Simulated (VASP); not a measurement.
Write the native input for VASP 6.6.1 that does the following.

* Task: single point
* Functional: PBEsol
* Potentials or basis: VASP PAW PBE potentials, release 64 (Cs_sv)
* Cutoff: 520 eV
* k mesh: 7 × 7 × 1
* Occupations: fermi-dirac, width 0.1 eV
* Spin: no spin polarisation
* Dipole correction: yes
* Further INCAR settings: ALGO = Normal; EDIFF = 1e-06; NBANDS = 20

The structure of Cs lies in POSCAR:

```
Cs
1.0
    5.3854783536      0.0000000000      0.0000000000
   -2.6927391768      4.6639610658      0.0000000000
    0.0000000000      0.0000000000     28.7944000000
Cs
3
Direct
    0.1666666667      0.3333333333      0.3472888944
    0.5000000000      1.0000000000      0.4999999995
    0.8333333333      0.6666666667      0.6527111056
```

The input as run:

INCAR

```
SYSTEM = Cs
PREC     = Accurate       ! precision mode
ENCUT    = 520            ! plane-wave cutoff, eV
EDIFF    = 1E-6           ! SCF threshold, eV
ISMEAR   = -1             ! smearing method
SIGMA    = 0.1            ! smearing width, eV
LREAL    = .False.        ! projectors in reciprocal space
LASPH    = .True.         ! aspherical terms in the spheres
NELM     = 100            ! most SCF steps
ALGO     = Normal         ! electronic algorithm
ISIF     = 2              ! what is computed and relaxed
LWAVE    = .False.        ! write WAVECAR
LCHARG   = .False.        ! write CHGCAR
LDIPOL   = .True.       
IDIPOL   = 3            
DIPOL    = 0.5 0.5 0.500
GGA      = PS             ! functional
NBANDS   = 20             ! bands
```

KPOINTS

```
Automatic mesh
0
Gamma
  7 7 1
  0 0 0
```

Potentials or basis: VASP PAW PBE potentials, release 64 (Cs_sv).

Run with:

```console
$ cat potpaw_PBE.64/Cs_sv/POTCAR > POTCAR
$ mpirun -np 1 vasp_std > vasp.out
```

Results of the run:

| Quantity | Value |
| --- | --- |
| Largest force | 0.009 eV/Å |
| Band gap on the k mesh | zero (an odd number of electrons rules out a gap without spin polarisation) |

Caveat: the PAW data sets were made with another functional, which shifts forces and pressure a little; spin-orbit coupling is left out, which moves the levels of the heavy elements.

Run time: 3.7 min on 1 thread of Intel(R) Xeon(R) Platinum 8488C (Sapphire Rapids), on a shared host, peak memory 0.71 GiB.
